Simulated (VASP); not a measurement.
Input of a VASP 6.6.1 run:

File INCAR:

```
SYSTEM = SbBr
  ALGO = Normal
  EDIFF = 1E-7
  EDIFFG = -0.01
  ENCUT = 600
  GGA = PE
  IBRION = 2
  ISIF = 3
  ISMEAR = 0
  LASPH = .TRUE.
  LCHARG = .FALSE.
  LREAL = .FALSE.
  LWAVE = .FALSE.
  NELM = 60
  NSW = 100
  PREC = Accurate
  SIGMA = 0.1
```

The input KPOINTS:

```
k-points
0
G
  14 14 14
  0 0 0
```

File POSCAR:

```
SbBr
1.0
    0.0000000000      3.5270810918      3.5270810918
    3.5270810918      0.0000000000      3.5270810918
    3.5270810918      3.5270810918      0.0000000000
Sb Br
1 1
Direct
    0.0000000000      0.0000000000      0.0000000000
    0.2500000000      0.2500000000      0.2500000000
```

Potentials or basis: VASP PAW PBE potentials, release 64 (Sb, Br).

Launch:

```console
$ cat potpaw_PBE.64/Sb/POTCAR potpaw_PBE.64/Br/POTCAR > POTCAR
$ mpirun -np 1 vasp_std > vasp.out
```

(1) Estimate the band gap on the k mesh.

(2) Predict the relaxed volume.

Answers

(1) zero (band 6 reaches 2.59 eV, above the bottom of band 7 at 2.05 eV).

(2) 43.74 Å³/atom.

Caveat: spin-orbit coupling is left out, which moves the levels of the heavy elements.
